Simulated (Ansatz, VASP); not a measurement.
## One calculation of HgTe, two programs

File INCAR:

```
PREC = Accurate
ENCUT = 520
EDIFF = 1E-7
ISMEAR = -1
SIGMA = 0.01
LREAL = F
LASPH = T
NELM = 100
ALGO = Normal
ISIF = 2
LWAVE = F
LCHARG = T
GGA = PS
IVDW = 12
LELF = T
LVHAR = T
NBANDS = 16
```

Contents of KPOINTS:

```
regular mesh
0
Gamma
  1 1 1
```

The input POSCAR:

```
HgTe
1.0
   -3.0456030000      3.0456030000      1.5594100000
    3.0456030000     -3.0456030000      1.5594100000
    3.0456030000      3.0456030000     -1.5594100000
Hg Te
1 1
Direct
    0.2500000000      0.7500000000      0.5000000000
    0.0000000000      0.0000000000      0.0000000000
```

Input for Ansatz:

```yaml
crystal:
  lattice:
    - [-3.045603, 3.045603, 1.55941]
    - [3.045603, -3.045603, 1.55941]
    - [3.045603, 3.045603, -1.55941]
  atoms:
    - { symbol: Hg, position: [0.25, 0.75, 0.5] }
    - { symbol: Te, position: [0.0, 0.0, 0.0] }
basis:
  ecutwfc: 420.0
kpoints:
  mp_grid:
    grid: [1, 1, 1]
hamiltonian:
  xc: pbesol
  dispersion: d3bj
scf:
  n_extra_bands: 4
  occupations:
    method: fermi_dirac
    width: 0.01
output:
  eigenvalues: true
```

Alike in both runs: task single point; functional PBEsol; dispersion D3(BJ); k mesh 1 × 1 × 1; occupations fermi-dirac, width 0.01 eV; no spin polarisation.

|  | VASP | Ansatz |
| --- | --- | --- |
| version | VASP 6.6.1 | Ansatz 0.2.0 |
| potentials or method | VASP PAW PBE potentials, release 64 (Hg, Te), cutoff 520 eV | plane waves, PAW |
| valence electrons in the cell | 18 | 36 |

|  | VASP | Ansatz | Ansatz less VASP |
| --- | --- | --- | --- |
| gap on the k mesh at the Fermi level (eV) | 5.13 | 5.10 | -0.022 |

VASP's potentials were made for PBE, not for PBEsol. VASP's potentials hold 18 valence electrons a cell and Ansatz's 36, so a difference there can come from the potentials and not from the codes.

The k mesh is coarse, so the values compare programs but aren't converged. Spin-orbit coupling is off throughout.
